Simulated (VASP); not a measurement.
Set up this calculation in VASP 6.6.1, as the native input.

| Property | Result |
| --- | --- |
| Task | single point |
| Functional | LDA |
| Potentials or basis | VASP PAW LDA potentials, release 64 (Zn) |
| Cutoff | 520 eV |
| k mesh | 17 × 17 × 9 |
| Occupations | fermi-dirac, width 0.1 eV |
| Spin | no spin polarisation |
| Dipole correction | no |
| Further INCAR settings | ALGO = Normal; EDIFF = 1e-06; NBANDS = 19 |

The structure of Zn lies in POSCAR:

```
Zn
1.0
   -1.9073169702      1.5963266044      1.2802770046
    1.5963266044     -1.9073169702      1.2802770046
    3.2340680636      3.2340680636     -1.8498564291
Zn
2
Direct
    0.9505988317      0.0494011683      1.0000000000
    0.7994011683      0.2005988317      0.5000000000
```

These files were run (other wordings do the same):

INCAR

```
SYSTEM = Zn
PREC     = Accurate       ! precision mode
ENCUT    = 520            ! plane-wave cutoff, eV
EDIFF    = 1E-6           ! SCF threshold, eV
ISMEAR   = -1             ! smearing method
SIGMA    = 0.1            ! smearing width, eV
LREAL    = .False.        ! projectors in reciprocal space
LASPH    = .True.         ! aspherical terms in the spheres
NELM     = 60             ! most SCF steps
ALGO     = Normal         ! electronic algorithm
ISIF     = 2              ! what is computed and relaxed
LWAVE    = .False.        ! write WAVECAR
LCHARG   = .True.         ! write CHGCAR
LELF     = .True.         ! ELF
LVHAR    = .True.       
NBANDS   = 19             ! bands
```

KPOINTS

```
regular mesh
0
Gamma
  17 17 9
  0 0 0
```

Potentials or basis: VASP PAW LDA potentials, release 64 (Zn).

Run with:

```sh
$ cat potpaw_LDA.64/Zn/POTCAR > POTCAR
$ mpirun -np 1 vasp_std > vasp.out
```

Results of the run:

| Quantity | Value |
| --- | --- |
| Pressure | 0.7 GPa |
| Largest force | 0.006 eV/Å |
| Band gap on the k mesh | zero (bands 12 and 13 overlap by 2.52 eV) |

Run time: 110 s on 1 thread of Intel(R) Xeon(R) 6975P-C (Granite Rapids), with other jobs on the host, peak memory 0.37 GiB.
